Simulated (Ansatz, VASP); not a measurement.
## Sb: VASP beside Ansatz

The input INCAR:

```
ALGO = Normal ; EDIFF = 1E-6
ENCUT = 520 ; GGA = PE
ISIF = 2 ; ISMEAR = -1
LASPH = True ; LCHARG = False
LREAL = False ; LWAVE = False
NBANDS = 14 ; NELM = 80
PREC = Accurate ; SIGMA = 0.05
```

Contents of KPOINTS:

```
k-points
0
Gamma
  10 10 1
```

POSCAR

```
Sb
1.0
    3.3880510193      0.0000000000      0.0000000000
    0.0000000000      3.3880510193      0.0000000000
    0.0000000000      0.0000000000     20.7914000000
Sb
3
Direct
    0.0000000000      0.0000000000      0.3909167307
    0.5000000000      0.5000000000      0.5000000036
    0.0000000000      0.0000000000      0.6090832657
```

Input for Ansatz:

```yaml
crystal:
  lattice:
    - [3.3880510193, 0.0, 0.0]
    - [0.0, 3.3880510193, 0.0]
    - [0.0, 0.0, 20.7914]
  atoms:
    - { symbol: Sb, position: [0.0, 0.0, 0.3909167307] }
    - { symbol: Sb, position: [0.5, 0.5, 0.5000000036] }
    - { symbol: Sb, position: [0.0, 0.0, 0.6090832657] }
kpoints:
  mp_grid: { grid: [10, 10, 1] }
scf:
  occupations: { method: fermi_dirac, width: 0.05 }
hamiltonian:
  xc: pbe
  pseudopotentials: { kind: paw }
output:
  forces: true
  stress: true
  eigenvalues: true
  core_levels:
    shells: { Sb: ["3d"] }
    counted_from: fermi_level
    add_spin: false
```

Alike in both runs: task single point; functional PBE; k mesh 10 × 10 × 1; occupations fermi-dirac, width 0.05 eV; no spin polarisation.

```csv
,VASP,Ansatz
version,VASP 6.6.1,Ansatz 0.2.0
potentials or method,"VASP PAW PBE potentials, release 64 (Sb)","PAW with Ansatz's default frozen-core files, scalar-relativistic"
plane-wave cutoff (eV),520,420
valence electrons in the cell,15,45
```

|  | VASP | Ansatz | Ansatz less VASP |
| --- | --- | --- | --- |
| rms of the force components (eV/Å) | 0.007 | 0.003 | -0.0036 |

Atom by atom the forces differ by 0.004 eV/Å (rms over components). VASP's potentials hold 15 valence electrons a cell and Ansatz's 45, so a difference there can come from the potentials and not from the codes.

Spin-orbit coupling is off throughout.
